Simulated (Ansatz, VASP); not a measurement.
## TiGe4 in VASP and in Ansatz

```
Ti Ge
1.0
    -1.82294    1.82294    7.23829
     1.82294   -1.82294    7.23829
     1.82294    1.82294   -7.23829
Ti Ge
1 4
Direct
  0.00000 0.00000 0.00000
  0.58697 0.58697 0.00000
  0.75000 0.25000 0.50000
  0.25000 0.75000 0.50000
  0.41303 0.41303 0.00000
```

Change from the starting cell: species swapped into the EuGa4 type (I4/mmm, No. 139).

Alike in both runs: functional PBE; k mesh 6 × 6 × 6; occupations gaussian, width 0.1 eV; no spin polarisation.

Ansatz relaxed the structure, and its values are those at the end. VASP's run is a single point on that final structure, the one shown.

|  | VASP | Ansatz |
| --- | --- | --- |
| version | VASP 6.6.1 | Ansatz 0.2.0 |
| potentials or method | VASP PAW PBE potentials, release 64 (Ti_sv, Ge_d), cutoff 520 eV | scalar-relativistic, plane waves, PAW |
| valence electrons in the cell | 68 | 68 |

```tsv
	VASP	Ansatz	Ansatz less VASP
gap on the k mesh at the Fermi level (eV)	none	none	-
pressure (GPa)	0.0	0.0	-0.04
```

A gap of «none» marks a metal or a gap that the smearing closes.

The k mesh is coarse, so the values compare programs but aren't converged.
